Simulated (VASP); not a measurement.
# Be2C (Fm-3m) in VASP: a series of runs

The runs below take Be2C through single point, with PBE.

Everything below comes from runs of VASP 6.6.1. Logs are shortened: lines on timing, memory, paths and dates and some standing lists are left out, and cuts for length are marked.

### Step 1. The cell of the first run

Symmetry: Fm-3m, No. 225, cubic system. The conventional cell has a = 4.413 Å, b = 4.413 Å, c = 4.413 Å, α = 90.00°, β = 90.00°, γ = 90.00°. Within 2.5 Å of C (site symmetry m-3m) lie 8 Be at 1.91 Å. Be (site symmetry -43m) has 4 C at 1.91 Å and 6 Be at 2.21 Å within 2.5 Å.

### Step 2. Single point, PBE (volume changed by +6%)

INCAR reads:

```
ALGO = Normal
EDIFF = 1E-6
ENCUT = 600
GGA = PE
GGA_COMPAT = F
ISIF = 2
ISMEAR = 0
LASPH = T
LCHARG = F
LREAL = F
LWAVE = F
NBANDS = 11
NELM = 120
PREC = Accurate
SIGMA = 0.01
```

KPOINTS reads:

```
k-points
0
Gamma
  8 8 8
```

POSCAR reads:

```
Be2C
1.0
    0.0000000000      2.2066364543      2.2066364543
    2.2066364543      0.0000000000      2.2066364543
    2.2066364543      2.2066364543      0.0000000000
C Be
1 2
Direct
    0.0000000000      0.0000000000      0.0000000000
    0.2500000000      0.2500000000      0.2500000000
    0.7500000000      0.7500000000      0.7500000000
```

Potentials or basis: VASP PAW PBE potentials, release 64 (C, Be).

Started as:

```
> cat potpaw_PBE.64/C/POTCAR potpaw_PBE.64/Be/POTCAR > POTCAR
> mpirun -np 1 vasp_std > vasp.out
```

OUTCAR:

```text
EDIFF = 1E-6
   ENCUT = 600
   GGA = PE
   ISIF = 2
   ISMEAR = 0
   LASPH = T
   LREAL = F
   NELM = 120
   PREC = Accurate

 ion  position               nearest neighbor table
   1  0.000  0.000  0.000-   3 1.91   3 1.91   3 1.91   2 1.91   3 1.91   2 1.91   2 1.91   2 1.91

   2  0.250  0.250  0.250-   1 1.91   1 1.91   1 1.91   1 1.91   3 2.21   3 2.21   3 2.21   3 2.21
                             3 2.21   3 2.21
   3  0.750  0.750  0.750-   1 1.91   1 1.91   1 1.91   1 1.91   2 2.21   2 2.21   2 2.21   2 2.21
                             2 2.21   2 2.21

  LATTYP: Found a face centered cubic cell.
 ALAT       =     4.4132729086

  Lattice vectors:

 A1 = (   0.0000000000,   2.2066364543,   2.2066364543)
 A2 = (   2.2066364543,   0.0000000000,   2.2066364543)
 A3 = (   2.2066364543,   2.2066364543,   0.0000000000)

Analysis of symmetry for initial positions (statically):
=====================================================================
 Subroutine PRICEL returns:
 Original cell was already a primitive cell.

 Routine SETGRP: Setting up the symmetry group for a
 face centered cubic supercell.

 Subroutine GETGRP returns: Found 48 space group operations
 (whereof 48 operations were pure point group operations)
 out of a pool of 48 trial point group operations.

The static configuration has the point symmetry O_h .

Analysis of symmetry for dynamics (positions and initial velocities):
=====================================================================
 Subroutine PRICEL returns:
 Original cell was already a primitive cell.

 Routine SETGRP: Setting up the symmetry group for a
 face centered cubic supercell.

 Subroutine GETGRP returns: Found 48 space group operations
 (whereof 48 operations were pure point group operations)
 out of a pool of 48 trial point group operations.

The dynamic configuration has the point symmetry O_h .

 Subroutine INISYM returns: Found 48 space group operations
 (whereof 48 operations are pure point group operations),
 and found     1 'primitive' translations

----------------------------------------------------------------------------------------

                                     Primitive cell

  volume of cell :      21.4893

  direct lattice vectors                    reciprocal lattice vectors
     0.000000000  2.206636454  2.206636454    -0.226589205  0.226589205  0.226589205
     2.206636454  0.000000000  2.206636454     0.226589205 -0.226589205  0.226589205
     2.206636454  2.206636454  0.000000000     0.226589205  0.226589205 -0.226589205

  length of vectors
     3.120655201  3.120655201  3.120655201     0.392464016  0.392464016  0.392464016

  position of ions in fractional coordinates (direct lattice)
     0.000000000  0.000000000  0.000000000
     0.250000000  0.250000000  0.250000000
     0.750000000  0.750000000  0.750000000

  ion indices of the primitive-cell ions
   primitive index   ion index
                 1           1
                 2           2
                 3           3

----------------------------------------------------------------------------------------

 KPOINTS: k-points

Automatic generation of k-mesh.
 Grid dimensions read from file:
 generate k-points for:    8    8    8

 Generating k-lattice:

  Cartesian coordinates                     Fractional coordinates (reciprocal lattice)
    -0.028323651  0.028323651  0.028323651     0.125000000  0.000000000  0.000000000
     0.028323651 -0.028323651  0.028323651     0.000000000  0.125000000  0.000000000
     0.028323651  0.028323651 -0.028323651     0.000000000  0.000000000  0.125000000

  Length of vectors
     0.049058002  0.049058002  0.049058002

  Shift w.r.t. Gamma in fractional coordinates (k-lattice)
     0.000000000  0.000000000  0.000000000

 Subroutine IBZKPT returns following result:
 ===========================================

 Found     29 irreducible k-points:

 Following reciprocal coordinates:
            Coordinates               Weight
  0.000000  0.000000  0.000000      1.000000
  0.125000  0.000000  0.000000      8.000000
  0.250000  0.000000  0.000000      8.000000
  0.375000  0.000000  0.000000      8.000000
  0.500000  0.000000  0.000000      4.000000
  0.125000  0.125000  0.000000      6.000000
[... 16 lines left out ...]
  0.500000  0.250000  0.125000     48.000000
 -0.375000  0.250000  0.125000     24.000000
 [... further k-points ...]
   k-points           NKPTS =     29   k-points in BZ     NKDIM =     29   number of bands    NBANDS=     11
   number of dos      NEDOS =    301   number of ions     NIONS =      3
   total plane-waves  NPLWV =  21952
   dimension x,y,z NGX =    28 NGY =   28 NGZ =   28
   dimension x,y,z NGXF=    56 NGYF=   56 NGZF=   56
   ions per type =               1   2
   NGX,Y,Z   is equivalent  to a cutoff of  14.92, 14.92, 14.92 a.u.
   NGXF,Y,Z  is equivalent  to a cutoff of  29.83, 29.83, 29.83 a.u.
 SYSTEM =  unknown system
   PREC   = accura    normal or accurate (medium, high low for compatibility)
   ISTART =      0    job   : 0-new  1-cont  2-samecut
   ICHARG =      2    charge: 1-file 2-atom 10-const
   ISPIN  =      1    spin polarized calculation?
   LNONCOLLINEAR =      F non collinear calculations
   LSORBIT =      F    spin-orbit coupling
   LASPH  =      T    aspherical Exc in radial PAW
   ENCUT  =  600.0 eV  44.10 Ry    6.64 a.u.   6.23  6.23  6.23*2*pi/ulx,y,z
   NELM   =    120;   NELMIN=  2; NELMDL= -5     # of ELM steps
   EDIFF  = 0.1E-05   stopping-criterion for ELM
   LREAL  =      F    real-space projection
   EDIFFG = 0.1E-04   stopping-criterion for IOM
   NSW    =      0    number of steps for IOM
   IBRION =     -1    ionic relax: 0-MD 1-quasi-New 2-CG
   NFREE  =      0    steps in history (QN), initial steepest desc. (CG)
   ISIF   =      2    stress and relaxation
   ISYM   =      2    0-nonsym 1-usesym 2-fastsym
   POTIM  = 0.5000    time-step for ionic-motion
   TEBEG  =    0.0;   TEEND  =   0.0 temperature during run
   PSTRESS=    0.0 pullay stress
   NELECT =       8.0000    total number of electrons
   NUPDOWN=      -1.0000    fix difference up-down
   EMIN   =  10.00;   EMAX   =-10.00  energy-range for DOS
   EFERMI =   0.00;   METHOD = LEGACY
   ISMEAR =     0;   SIGMA  =   0.01  broadening in eV -4-tet -1-fermi 0-gaus
   EFERMI_NEDOS =   21; number of points for ismear=-14 and -15
   IALGO  =     38    algorithm
   IMIX   =      4    mixing-type and parameters
     AMIX     =   0.40;   BMIX     =  1.00
     AMIX_MAG =   1.60;   BMIX_MAG =  1.00
  volume/ion in A,a.u.               =       7.16        48.34
  Fermi-wavevector in a.u.,A,eV,Ry     =   1.177689  2.225510 18.870627  1.386952
  Thomas-Fermi vector in A             =   2.314031
   LORBIT       =      0    0 simple, 1 ext, 2 COOP (PROOUT), +10 PAW based schemes
   GGA     = PE    functional components
   LHFCALC =     F    Hartree Fock is set to
   AEXX    =    0.0000 exact exchange contribution
   IVDW    =     0    specifies the selected vdW correction
   LEPSILON=     F    determine dielectric tensor
   LRPA    =     F    only Hartree local field effects (RPA)
 non-spin polarized calculation
 Gauss-broadening in eV      SIGMA  =   0.01
  energy-cutoff  :      600.00
  volume of cell :       21.49
 maximum number of plane-waves:       730
 NGX is ok and might be reduce to    28
   NGX = 13   NGY = 13   NGZ = 13

 number of electron       8.0000000 magnetization

 Free energy of the ion-electron system (eV)
  ---------------------------------------------------
  ext. energy  EPLUGINS =         0.00000000
  ---------------------------------------------------
  free energy    TOTEN  =       -17.41725112 eV

  energy without entropy =      -17.41725112  energy(sigma->0) =      -17.41725112

 E-fermi :   7.2476     XC(G=0): -11.2149

 val. band max:        7.1819185552   @ k =   0.0000   0.0000   0.0000
 cond. band min:       8.3139050153   @ k =   0.5000   0.5000   0.0000
 fundamental gap:      1.1319864601
 Fermi energy:         7.2475661394

 k-point     1 :       0.0000    0.0000    0.0000
  band No.  band energies     occupation
      1      -7.4416      2.00000
      2       7.1819      2.00000
      3       7.1819      2.00000
      4       7.1819      2.00000
      5      11.2006      0.00000
      6      11.2006      0.00000
      7      11.2006      0.00000
      8      13.3049      0.00000
      9      19.9055      0.00000
     10      19.9055      0.00000
     11      19.9055      0.00000

 k-point     2 :       0.1250    0.0000    0.0000
  band No.  band energies     occupation
      1      -7.2011      2.00000
      2       5.3719      2.00000
      3       6.7636      2.00000
      4       6.7636      2.00000
      5      11.8086      0.00000
      6      11.8086      0.00000
      7      12.1528      0.00000
      8      13.9897      0.00000
      9      18.6124      0.00000
     10      18.6124      0.00000
     11      20.4156      0.00000

 k-point     3 :       0.2500    0.0000    0.0000
  band No.  band energies     occupation
      1      -6.4984      2.00000
      2       2.5277      2.00000
      3       6.0768      2.00000
      4       6.0768      2.00000
      5      12.4992      0.00000
      6      12.4992      0.00000
      7      12.8988      0.00000
      8      15.3977      0.00000
      9      18.1113      0.00000
     10      18.1113      0.00000
     11      21.6880      0.00000
[... 267 lines left out ...]
 k-point    23 :       0.5000    0.2500    0.1250
  band No.  band energies     occupation
      1      -4.9250      2.00000
      2       0.5163      2.00000
      3       3.1615      2.00000
      4       4.4623      2.00000
      5      12.2211      0.00000
      6      13.6376      0.00000
      7      14.9533      0.00000
      8      16.5010      0.00000
      9      18.8776      0.00000
     10      21.3705      0.00000
     11      23.5797      0.00000

 k-point    24 :      -0.3750    0.2500    0.1250
  band No.  band energies     occupation
      1      -4.2802      2.00000
      2      -0.5247      2.00000
      3       3.2137      2.00000
      4       3.9575      2.00000
      5      12.1789      0.00000
      6      13.4383      0.00000
      7      16.4391      0.00000
      8      17.3755      0.00000
      9      18.7152      0.00000
     10      20.3071      0.00000
     11      23.6978      0.00000

 [... further k-points ...]
[... 5 lines left out ...]
  --------------------------------------------------------------------------------------
  -------------------------------------------------------------------------------------
  Total       -1.3943282     -1.3943282     -1.3943282      0.0000000      0.0000000     -0.0000000
  in kB     -103.9568791   -103.9568791   -103.9568791      0.0000000      0.0000000     -0.0000000
  external PRESSURE =    -103.9568791 kB  Pullay stress =       0.0000000 kB

 VOLUME and BASIS-vectors are now :
 -----------------------------------------------------------------------------
  energy-cutoff  :      600.00
  volume of cell :       21.49
      direct lattice vectors                 reciprocal lattice vectors
     0.000000000  2.206636454  2.206636454    -0.226589205  0.226589205  0.226589205
     2.206636454  0.000000000  2.206636454     0.226589205 -0.226589205  0.226589205
     2.206636454  2.206636454  0.000000000     0.226589205  0.226589205 -0.226589205

 POSITION                                       TOTAL-FORCE (eV/Angst)
 -----------------------------------------------------------------------------------
      0.00000      0.00000      0.00000        -0.000000     -0.000000      0.000000
      1.10332      1.10332      1.10332         0.000000      0.000000     -0.000000
      3.30995      3.30995      3.30995        -0.000000     -0.000000      0.000000
 -----------------------------------------------------------------------------------
    total drift:                               -0.000000     -0.000000      0.000000

  FREE ENERGIE OF THE ION-ELECTRON SYSTEM (eV)
  ---------------------------------------------------
  free  energy   TOTEN  =       -17.4172511218 eV

  energy  without entropy=      -17.4172511218  energy(sigma->0) =      -17.41725112
```

Wall time 9.8 s (1 thread of Intel Xeon 6975P-C (Granite Rapids), shared host); peak memory 0.14 GiB.

What came out:

```yaml
Free_energy: -17.4173 eV
Pressure: -10.4 GPa
Band_gap_on_the_k_mesh: 1.13 eV, indirect (least direct gap 4.02 eV)
```

Caveat: the cell differs from its parent crystal (volume changed by +6%).

### Step 3. Single point, PBE

This run uses another cell than the first one, of 6.72 Å³/atom, 0.939 times its volume.

INCAR reads:

```
SYSTEM = Be2C
ALGO     = Normal         ! electronic algorithm
EDIFF    = 1E-6           ! SCF threshold, eV
ENCUT    = 600            ! plane-wave cutoff, eV
GGA      = PE             ! functional
GGA_COMPAT= .FALSE.      
ISIF     = 2              ! what is computed and relaxed
ISMEAR   = 0              ! smearing method
LASPH    = .TRUE.         ! aspherical terms in the spheres
LCHARG   = .FALSE.        ! write CHGCAR
LREAL    = .FALSE.        ! projectors in reciprocal space
LWAVE    = .FALSE.        ! write WAVECAR
NBANDS   = 11             ! bands
NELM     = 120            ! most SCF steps
PREC     = Accurate       ! precision mode
SIGMA    = 0.01           ! smearing width, eV
```

KPOINTS reads:

```
k-points
0
G
  10 10 10
  0 0 0
```

POSCAR reads:

```
Be2C
1.0
    0.0000000000      2.1604856482      2.1604856482
    2.1604856482      0.0000000000      2.1604856482
    2.1604856482      2.1604856482      0.0000000000
C Be
1 2
Direct
    0.0000000000      0.0000000000      0.0000000000
    0.2500000000      0.2500000000      0.2500000000
    0.7500000000      0.7500000000      0.7500000000
```

Potentials or basis: VASP PAW PBE potentials, release 64 (C, Be).

Started as:

```
> cat potpaw_PBE.64/C/POTCAR potpaw_PBE.64/Be/POTCAR > POTCAR
> mpirun -np 1 vasp_std > vasp.out
```

OUTCAR:

```text
SYSTEM = Be2C
   EDIFF = 1E-6
   ENCUT = 600
   GGA = PE
   ISIF = 2
   ISMEAR = 0
   LASPH = .TRUE.
   LREAL = .FALSE.
   NELM = 120
   PREC = Accurate

 ion  position               nearest neighbor table
   1  0.000  0.000  0.000-   3 1.87   3 1.87   3 1.87   2 1.87   3 1.87   2 1.87   2 1.87   2 1.87

   2  0.250  0.250  0.250-   1 1.87   1 1.87   1 1.87   1 1.87   3 2.16   3 2.16   3 2.16   3 2.16
                             3 2.16   3 2.16
   3  0.750  0.750  0.750-   1 1.87   1 1.87   1 1.87   1 1.87   2 2.16   2 2.16   2 2.16   2 2.16
                             2 2.16   2 2.16

  LATTYP: Found a face centered cubic cell.
 ALAT       =     4.3209712964

  Lattice vectors:

 A1 = (   0.0000000000,   2.1604856482,   2.1604856482)
 A2 = (   2.1604856482,   0.0000000000,   2.1604856482)
 A3 = (   2.1604856482,   2.1604856482,   0.0000000000)

Analysis of symmetry for initial positions (statically):
=====================================================================
 Subroutine PRICEL returns:
 Original cell was already a primitive cell.

 Routine SETGRP: Setting up the symmetry group for a
 face centered cubic supercell.

 Subroutine GETGRP returns: Found 48 space group operations
 (whereof 48 operations were pure point group operations)
 out of a pool of 48 trial point group operations.

The static configuration has the point symmetry O_h .

Analysis of symmetry for dynamics (positions and initial velocities):
=====================================================================
 Subroutine PRICEL returns:
 Original cell was already a primitive cell.

 Routine SETGRP: Setting up the symmetry group for a
 face centered cubic supercell.

 Subroutine GETGRP returns: Found 48 space group operations
 (whereof 48 operations were pure point group operations)
 out of a pool of 48 trial point group operations.

The dynamic configuration has the point symmetry O_h .

 Subroutine INISYM returns: Found 48 space group operations
 (whereof 48 operations are pure point group operations),
 and found     1 'primitive' translations

[... 122 lines left out ...]
   LHFCALC =     F    Hartree Fock is set to
   AEXX    =    0.0000 exact exchange contribution
   IVDW    =     0    specifies the selected vdW correction
   LEPSILON=     F    determine dielectric tensor
   LRPA    =     F    only Hartree local field effects (RPA)
 non-spin polarized calculation
 Gauss-broadening in eV      SIGMA  =   0.01
  energy-cutoff  :      600.00
  volume of cell :       20.17
 maximum number of plane-waves:       692
   NGX = 13   NGY = 13   NGZ = 13

 number of electron       8.0000000 magnetization

 Free energy of the ion-electron system (eV)
  ---------------------------------------------------
  ext. energy  EPLUGINS =         0.00000000
  ---------------------------------------------------
  free energy    TOTEN  =       -17.45633390 eV

  energy without entropy =      -17.45633390  energy(sigma->0) =      -17.45633390

 E-fermi :   7.8245     XC(G=0): -11.4608

 val. band max:        7.7843070578   @ k =   0.0000   0.0000   0.0000
 cond. band min:       8.9444069110   @ k =   0.5000   0.5000   0.0000
 fundamental gap:      1.1600998532
 Fermi energy:         7.8245447945

 k-point     1 :       0.0000    0.0000    0.0000
  band No.  band energies     occupation
      1      -7.2972      2.00000
      2       7.7843      2.00000
      3       7.7843      2.00000
      4       7.7843      2.00000
      5      11.9233      0.00000
      6      11.9233      0.00000
      7      11.9233      0.00000
      8      14.5980      0.00000
      9      20.9980      0.00000
     10      20.9980      0.00000
     11      20.9980      0.00000
[... 309 lines left out ...]
 k-point    24 :       0.4000    0.3000    0.0000
  band No.  band energies     occupation
      1      -4.8091      2.00000
      2       2.2818      2.00000
      3       3.5952      2.00000
      4       3.7450      2.00000
      5      10.5171      0.00000
      6      13.5769      0.00000
      7      18.0994      0.00000
      8      18.2540      0.00000
      9      21.7438      0.00000
     10      24.7745      0.00000
     11      25.4989      0.00000

 [... further k-points ...]
[... 5 lines left out ...]
  --------------------------------------------------------------------------------------
  -------------------------------------------------------------------------------------
  Total        0.1656097      0.1656097      0.1656097      0.0000000      0.0000000      0.0000000
  in kB       13.1556448     13.1556448     13.1556448      0.0000000      0.0000000      0.0000000
  external PRESSURE =      13.1556448 kB  Pullay stress =       0.0000000 kB

 VOLUME and BASIS-vectors are now :
 -----------------------------------------------------------------------------
  energy-cutoff  :      600.00
  volume of cell :       20.17
      direct lattice vectors                 reciprocal lattice vectors
     0.000000000  2.160485648  2.160485648    -0.231429448  0.231429448  0.231429448
     2.160485648  0.000000000  2.160485648     0.231429448 -0.231429448  0.231429448
     2.160485648  2.160485648  0.000000000     0.231429448  0.231429448 -0.231429448

 POSITION                                       TOTAL-FORCE (eV/Angst)
 -----------------------------------------------------------------------------------
      0.00000      0.00000      0.00000         0.000000      0.000000      0.000000
      1.08024      1.08024      1.08024        -0.000000      0.000000     -0.000000
      3.24073      3.24073      3.24073        -0.000000     -0.000000      0.000000
 -----------------------------------------------------------------------------------
    total drift:                               -0.000000      0.000000      0.000000

  FREE ENERGIE OF THE ION-ELECTRON SYSTEM (eV)
  ---------------------------------------------------
  free  energy   TOTEN  =       -17.4563339040 eV

  energy  without entropy=      -17.4563339040  energy(sigma->0) =      -17.45633390
```

It took 7.8 s on 1 thread of Intel Xeon 6975P-C (Granite Rapids), shared host; peak memory 0.13 GiB.

Results:

```
Free energy            : -17.4563 eV
Pressure               : 1.3 GPa
Band gap on the k mesh : 1.16 eV, indirect (least direct gap 4.14 eV)
```
